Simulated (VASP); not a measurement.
Input of a VASP 6.6.1 run:

Contents of INCAR:

```
PREC     = Accurate       # precision mode
ENCUT    = 520            # plane-wave cutoff, eV
EDIFF    = 1E-7           # SCF threshold, eV
ISMEAR   = 0              # smearing method
SIGMA    = 0.15           # smearing width, eV
LREAL    = False          # projectors in reciprocal space
LASPH    = True           # aspherical terms in the spheres
NELM     = 60             # most SCF steps
ALGO     = Fast           # electronic algorithm
ISIF     = 2              # what is computed and relaxed
LWAVE    = False          # write WAVECAR
LCHARG   = True           # write CHGCAR
GGA      = PE             # functional
LELF     = True           # ELF
LVHAR    = True         
NBANDS   = 14             # bands
```

KPOINTS

```
Automatic mesh
0
Gamma
  18 18 10
```

Contents of POSCAR:

```
TiAl
1.0
    2.9890000000      0.0000000000      0.0000000000
   -1.4945000000      2.5885499319      0.0000000000
    0.0000000000      0.0000000000      4.6484095146
Ti Al
1 1
Direct
    0.0000000000      0.0000000000      0.0000000000
    0.3333333333      0.6666666667      0.5000000000
```

Potentials or basis: VASP PAW PBE potentials, release 64 (Ti_sv, Al).

Command:

```console
$ cat potpaw_PBE.64/Ti_sv/POTCAR potpaw_PBE.64/Al/POTCAR > POTCAR
$ mpirun -np 1 vasp_std > vasp.out
```

Problem. What does it give for the pressure?

Solution. -6.4 GPa.

Problem. What does it give for the band gap on the k mesh?

Solution. Zero (an odd number of electrons rules out a gap without spin polarisation).

Stress tensor (GPa, compression positive):
```
-7.30  0.00  0.00
 0.00 -7.30  0.00
 0.00  0.00 -4.55
```

Caveat: the cell stands under tension.
